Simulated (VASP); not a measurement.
**Si3Ge: single point with PBE**

Si3Ge:

```xyz
4
Lattice="3.8881 0.0000 0.0000 0.0000 3.8881 0.0000 0.0000 0.0000 5.4837" Properties=species:S:1:pos:R:3 pbc="T T T"
Si    1.9440    0.0000    4.1395
Si    1.9440    1.9440    0.0000
Si    0.0000    1.9440    1.3442
Ge    0.0000    0.0000    2.7418
```

* Program: VASP 6.6.1
* Task: single point
* Functional: PBE
* Potentials or basis: VASP PAW PBE potentials, release 64 (Si, Ge_d)
* Cutoff: 520 eV
* k mesh: 6 × 6 × 6
* Occupations: gaussian, width 0.01 eV
* Spin: no spin polarisation
* Dipole correction: no
* Further INCAR settings: ALGO = Normal; EDIFF = 1e-06; NBANDS = 21

| Quantity | Value |
| --- | --- |
| Pressure | 1.7 GPa |
| Largest force | 0.087 eV/Å |
| Band gap on the k mesh | 0.38 eV, indirect (least direct gap 0.64 eV) |

Forces in eV/Å, atoms in the order of the input:
```
Si   0.000  0.000  0.087
Si   0.000  0.000  0.000
Si   0.000  0.000 -0.087
Ge   0.000  0.000  0.000
```

Levels at points of the mesh, in eV from the valence-band top:
```tsv
k point	band 9	band 10	band 11	band 12	band 13	band 14	band 15	band 16	band 17	band 18
(0.00, 0.00, 0.00)	-2.93	-2.93	-0.03	0.00	0.00	0.64	0.81	2.48	2.55	2.55
(0.50, 0.00, 0.00)	-5.52	-3.79	-3.73	-1.52	-1.26	2.17	2.54	4.63	4.82	5.03
(0.50, 0.50, 0.00)	-7.88	-2.96	-2.90	-2.90	-2.84	0.38	0.82	0.82	0.96	9.68
(0.00, 0.00, 0.50)	-3.55	-2.06	-2.06	-1.82	-1.82	0.91	1.23	3.09	3.19	5.59
(0.50, 0.00, 0.50)	-6.95	-1.43	-1.27	-1.22	-1.11	0.97	1.41	3.23	3.35	3.49
(0.50, 0.50, 0.50)	-7.71	-3.88	-3.87	-3.87	-3.80	4.22	4.38	4.38	4.53	4.70
```

Wall time 26 s on 1 thread of Intel(R) Xeon(R) Platinum 8559C (Emerald Rapids) (shared host), peak memory 0.22 GiB.

A k mesh can miss the band edges.
